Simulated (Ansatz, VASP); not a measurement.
## Two plane-wave programs on Hf3Be

The input INCAR:

```
ALGO = Normal
EDIFF = 1E-7
ENCUT = 520
GGA = PE
ISIF = 2
ISMEAR = 0
LASPH = True
LCHARG = False
LREAL = False
LWAVE = False
NBANDS = 42
NELM = 100
PREC = Accurate
SIGMA = 0.1
```

KPOINTS

```
k-points
0
Gamma
  3 3 4
```

File POSCAR:

```
Hf3Be
1.0
    6.0463490252      0.0000000000      0.0000000000
   -3.0231745126      5.2362918559      0.0000000000
    0.0000000000      0.0000000000      4.8531279979
Hf Be
6 2
Direct
    0.8330000000      0.6660000000      0.2500000000
    0.1670000000      0.8330000000      0.7500000000
    0.3340000000      0.1670000000      0.2500000000
    0.1670000000      0.3340000000      0.7500000000
    0.8330000000      0.1670000000      0.2500000000
    0.6660000000      0.8330000000      0.7500000000
    0.3333333333      0.6666666667      0.2500000000
    0.6666666667      0.3333333333      0.7500000000
```

Input for Ansatz:

```yaml
crystal:
  lattice:
    - [6.0463490252, 0.0, 0.0]
    - [-3.0231745126, 5.2362918559, 0.0]
    - [0.0, 0.0, 4.8531279979]
  atoms:
    - { symbol: Hf, position: [0.833, 0.666, 0.25] }
    - { symbol: Hf, position: [0.167, 0.833, 0.75] }
    - { symbol: Hf, position: [0.334, 0.167, 0.25] }
    - { symbol: Hf, position: [0.167, 0.334, 0.75] }
    - { symbol: Hf, position: [0.833, 0.167, 0.25] }
    - { symbol: Hf, position: [0.666, 0.833, 0.75] }
    - { symbol: Be, position: [0.3333333333, 0.6666666667, 0.25] }
    - { symbol: Be, position: [0.6666666667, 0.3333333333, 0.75] }
basis:
  ecutwfc: 420
kpoints:
  mp_grid: { grid: [3, 3, 4] }
hamiltonian:
  xc: pbe
scf:
  occupations: { method: gaussian, width: 0.1 }
  lower_state_search: "off"
output:
  forces: true
  stress: true
  eigenvalues: true
```

Alike in both runs: task single point; functional PBE; k mesh 3 × 3 × 4; occupations gaussian, width 0.1 eV; no spin polarisation.

|  | VASP | Ansatz |
| --- | --- | --- |
| version | VASP 6.6.1 | Ansatz 0.2.0 |
| potentials or method | VASP PAW PBE potentials, release 64 (Hf_pv, Be), cutoff 520 eV | scalar-relativistic, plane waves, PAW |
| valence electrons in the cell | 64 | 160 |

|  | VASP | Ansatz | Ansatz less VASP |
| --- | --- | --- | --- |
| gap on the k mesh at the Fermi level (eV) | none | none | - |
| pressure (GPa) | -0.5 | -0.2 | +0.32 |
| traceless stress, the component that is largest in VASP (GPa) | 1.92 | 1.93 | +0.019 |
| rms of the force components (eV/Å) | 0.488 | 0.491 | +0.0030 |

Atom by atom the forces differ by 0.003 eV/Å (rms over components). A gap of «none» marks a metal or a gap that the smearing closes. VASP's potentials hold 64 valence electrons a cell and Ansatz's 160, so a difference there can come from the potentials and not from the codes.

The k mesh is coarse, so the values compare programs but aren't converged. Neither program's run includes spin-orbit coupling.
